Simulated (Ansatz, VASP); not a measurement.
## Ba3Sn in VASP and in Ansatz

File INCAR:

```
PREC     = Accurate       # precision mode
ENCUT    = 520            # plane-wave cutoff, eV
EDIFF    = 1E-6           # SCF threshold, eV
ISMEAR   = -1             # smearing method
SIGMA    = 0.05           # smearing width, eV
LREAL    = F              # projectors in reciprocal space
LASPH    = T              # aspherical terms in the spheres
NELM     = 60             # most SCF steps
ALGO     = Normal         # electronic algorithm
ISIF     = 2              # what is computed and relaxed
LWAVE    = F              # write WAVECAR
LCHARG   = F              # write CHGCAR
NBANDS   = 30             # bands
```

File KPOINTS:

```
regular mesh
0
Gamma
  6 6 6
```

The input POSCAR:

```
Ba3Sn
1.0
    4.2360513966      0.0000000000      0.0000000000
    0.0000000000      4.2360513966      0.0000000000
    0.0000000000      0.0000000000      4.2360513966
Sn Ba
1 3
Direct
    0.0000000000      0.0000000000      0.0000000000
    0.0000000000      0.5000000000      0.5000000000
    0.5000000000      0.0000000000      0.5000000000
    0.5000000000      0.5000000000      0.0000000000
```

Input for Ansatz:

```yaml
crystal:
  lattice:
    - [4.2360513966, 0.0, 0.0]
    - [0.0, 4.2360513966, 0.0]
    - [0.0, 0.0, 4.2360513966]
  atoms:
    - { symbol: Sn, position: [0.0, 0.0, 0.0] }
    - { symbol: Ba, position: [0.0, 0.5, 0.5] }
    - { symbol: Ba, position: [0.5, 0.0, 0.5] }
    - { symbol: Ba, position: [0.5, 0.5, 0.0] }
kpoints:
  mp_grid: { grid: [6, 6, 6] }
  band_path:
    path:
      - [0.0, 0.0, 0.0]
      - [0.0, 0.5, 0.0]
      - [0.5, 0.5, 0.0]
      - [0.0, 0.0, 0.0]
      - [0.5, 0.5, 0.5]
      - [0.0, 0.5, 0.0]
      - [0.5, 0.5, 0.5]
      - [0.5, 0.5, 0.0]
    npoints: 8
scf:
  occupations: { method: fermi_dirac, width: 0.05 }
hamiltonian:
  xc: lda
  pseudopotentials: { kind: all_electron, lapw: { basis_error: 0.0005 } }
output:
  forces: true
  stress: true
  eigenvalues: true
  populations: true
```

Change from the starting cell: volume scaled by 0.5, LAPW.

Alike in both runs: task single point; functional LDA; k mesh 6 × 6 × 6; occupations fermi-dirac, width 0.05 eV; no spin polarisation.

|  | VASP | Ansatz |
| --- | --- | --- |
| version | VASP 6.6.1 | Ansatz 0.2.0 |
| potentials or method | VASP PAW LDA potentials, release 64 (Sn_d, Ba_sv), cutoff 520 eV | all-electron LAPW, scalar-relativistic |

```csv
,VASP,Ansatz,Ansatz less VASP
pressure (GPa),81.6,69.4,-12.23
```

LDA's correlation is that of Perdew and Zunger in VASP and of Perdew and Wang (1992) in Ansatz. The pressures are high and differ by over a tenth, so treat them with care. Ansatz ran all-electron here, and VASP with PAW potentials.

Neither program's run includes spin-orbit coupling. Noted on VASP's run: the cell as given lies far from equilibrium.
